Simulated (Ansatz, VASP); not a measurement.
**One calculation of GaP, two programs**

Contents of INCAR:

```
SYSTEM = GaP
ALGO     = Normal         ! electronic algorithm
EDIFF    = 1E-6           ! SCF threshold, eV
ENCUT    = 500            ! plane-wave cutoff, eV
GGA      = CA             ! functional
GGA_COMPAT= .FALSE.      
ISIF     = 2              ! what is computed and relaxed
ISMEAR   = 0              ! smearing method
LASPH    = .TRUE.         ! aspherical terms in the spheres
LCHARG   = .TRUE.         ! write CHGCAR
LELF     = .TRUE.         ! ELF
LREAL    = .FALSE.        ! projectors in reciprocal space
LVHAR    = .TRUE.       
LWAVE    = .FALSE.        ! write WAVECAR
NBANDS   = 16             ! bands
NELM     = 120            ! most SCF steps
PREC     = Accurate       ! precision mode
SIGMA    = 0.1            ! smearing width, eV
```

The input KPOINTS:

```
k-points
0
G
  6 6 6
  0 0 0
```

POSCAR

```
GaP
1.0
    0.0000000000      2.7258124900      2.7258124900
    2.7258124900      0.0000000000      2.7258124900
    2.7258124900      2.7258124900      0.0000000000
Ga P
1 1
Direct
    0.0000000000      0.0000000000      0.0000000000
    0.7500000000      0.7500000000      0.7500000000
```

Input for Ansatz:

```yaml
crystal:
  lattice:
    - [0.0, 2.72581249, 2.72581249]
    - [2.72581249, 0.0, 2.72581249]
    - [2.72581249, 2.72581249, 0.0]
  atoms:
    - { symbol: Ga, position: [0.0, 0.0, 0.0] }
    - { symbol: P, position: [0.75, 0.75, 0.75] }
basis:
  ecutwfc: 420
kpoints:
  mp_grid: { grid: [6, 6, 6] }
hamiltonian:
  xc: lda
  pseudopotentials: { kind: paw, azcp: { folder: soft_1 } }
scf:
  occupations: { method: gaussian, width: 0.1 }
output:
  forces: true
  stress: true
  eigenvalues: true
```

Alike in both runs: task single point; functional LDA; k mesh 6 × 6 × 6; occupations gaussian, width 0.1 eV; no spin polarisation.

```csv
,VASP,Ansatz
version,VASP 6.6.1,Ansatz 0.2.0
potentials or method,"VASP PAW LDA potentials, release 64 (Ga_d, P), cutoff 500 eV","scalar-relativistic, plane waves, PAW"
valence electrons in the cell,18,18
```

Ansatz gave:

* gap on the k mesh at the Fermi level (eV): 1.49
* least direct gap on the mesh (eV): 1.60
* pressure (GPa): -2.8

Problem. Which values does VASP return?

Solution. gap on the k mesh at the Fermi level (eV): 1.49; least direct gap on the mesh (eV): 1.63; pressure (GPa): -2.7.

Ansatz warns that its potentials were made for another functional, while VASP's fit it. LDA's correlation is that of Perdew and Zunger in VASP and of Perdew and Wang (1992) in Ansatz.
